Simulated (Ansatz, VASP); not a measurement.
# One calculation of In2Ge, two programs

```
CELL_PARAMETERS angstrom
5.28247 0.00000 0.00000
-2.64124 4.57476 0.00000
0.00000 0.00000 3.09768
ATOMIC_POSITIONS crystal
In 0.33333 0.66667 0.50000
In 0.66667 0.33333 0.50000
Ge 0.00000 0.00000 0.00000
```

Alike in both runs: functional PBE; k mesh 12 × 12 × 16; occupations gaussian, width 0.1 eV; no spin polarisation.

Ansatz relaxed the structure, and its values are those at the end. VASP's run is a single point on that final structure, the one shown.

|  | VASP | Ansatz |
| --- | --- | --- |
| version | VASP 6.6.1 | Ansatz 0.2.0 |
| potentials or method | VASP PAW PBE potentials, release 64 (In_d, Ge_d), cutoff 520 eV | scalar-relativistic, plane waves, PAW |
| valence electrons in the cell | 40 | 40 |

```csv
,VASP,Ansatz,Ansatz less VASP
gap on the k mesh at the Fermi level (eV),none,none,-
pressure (GPa),0.0,0.0,+0.01
```

A gap of «none» marks a metal or a gap that the smearing closes.
